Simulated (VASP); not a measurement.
Set up this calculation in VASP 6.6.1, as the native input.

```
Task                   : electric field gradients
Functional             : PBE
Potentials or basis    : VASP PAW PBE potentials, release 64 (K_sv, Br)
Cutoff                 : 520 eV
k mesh                 : 7 × 7 × 7
Occupations            : fermi-dirac, width 0.01 eV
Spin                   : no spin polarisation
Dipole correction      : no
Further INCAR settings : ALGO = Normal; EDIFF = 1e-08; NBANDS = 15
```

The structure of KBr lies in POSCAR:

```
KBr
1.0
   -0.0329250000      3.2760375000      3.2760375000
    3.2760375000     -0.0329250000      3.2760375000
    3.2760375000      3.2760375000     -0.0329250000
K Br
1 1
Direct
    0.0000000000      0.0000000000      0.0000000000
    0.5000000000      0.5000000000      0.5000000000
```

This cell differs from its parent crystal: equal xy, yz and zx shear strains of -1 %.

One way to write it, as run:

INCAR

```
ALGO = Normal ; EDIFF = 1E-8
ENCUT = 520 ; GGA = PE
ISIF = 2 ; ISMEAR = -1
LASPH = T ; LCHARG = F
LEFG = T ; LREAL = F
LWAVE = F ; NBANDS = 15
NELM = 100 ; PREC = Accurate
SIGMA = 0.01
```

KPOINTS

```
k-points
0
Gamma
  7 7 7
```

Potentials or basis: VASP PAW PBE potentials, release 64 (K_sv, Br).

Command:

```console
$ cat potpaw_PBE.64/K_sv/POTCAR potpaw_PBE.64/Br/POTCAR > POTCAR
$ mpirun -np 1 vasp_std > vasp.out
```

Results of the run:

The pressure is 0.9 GPa and the band gap on the k mesh is 4.43 eV, direct.

Caveat: the cell differs from its parent crystal (equal xy, yz and zx shear strains of -1 %); without QUAD_EFG the Cq values of the log hold for a quadrupole moment of 1 mb, not for the nuclei.

It took 26 s on 1 thread of Intel(R) Xeon(R) Platinum 8559C (Emerald Rapids), on a shared host, peak memory 0.22 GiB.
